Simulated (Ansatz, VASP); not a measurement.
**One calculation of As, two programs**

```
As
1.0
     2.05989    0.00000    0.00000
     0.00000    2.05989    0.00000
     0.00000    0.00000    2.05989
As
1
Direct
  0.00000 0.00000 0.00000
```

Change from the starting cell: volume scaled by 0.43, norm-conserving files.

Alike in both runs: task single point; functional PBE; k mesh 15 × 15 × 15; occupations fermi-dirac, width 0.08 eV; no spin polarisation.

|  | VASP | Ansatz |
| --- | --- | --- |
| version | VASP 6.6.1 | Ansatz 0.2.0 |
| potentials or method | VASP PAW PBE potentials, release 64 (As) | norm-conserving pseudopotentials, scalar-relativistic |
| plane-wave cutoff (eV) | 520 | 1143 |
| valence electrons in the cell | 5 | 15 |

VASP gave:

| Item | Value |
| --- | --- |
| pressure (GPa) | 439.6 |

Q: What did Ansatz give for the same quantities?

A: Pressure (GPa): 420.3.

Both programs put the cell under a high pressure, so it lies far from rest at this level. With one functional, cell and mesh, what is left measures potentials, basis and numerics. VASP's potentials hold 5 valence electrons a cell and Ansatz's 15, so a difference there can come from the potentials and not from the codes.

Noted on VASP's run: the cell as given lies far from equilibrium.
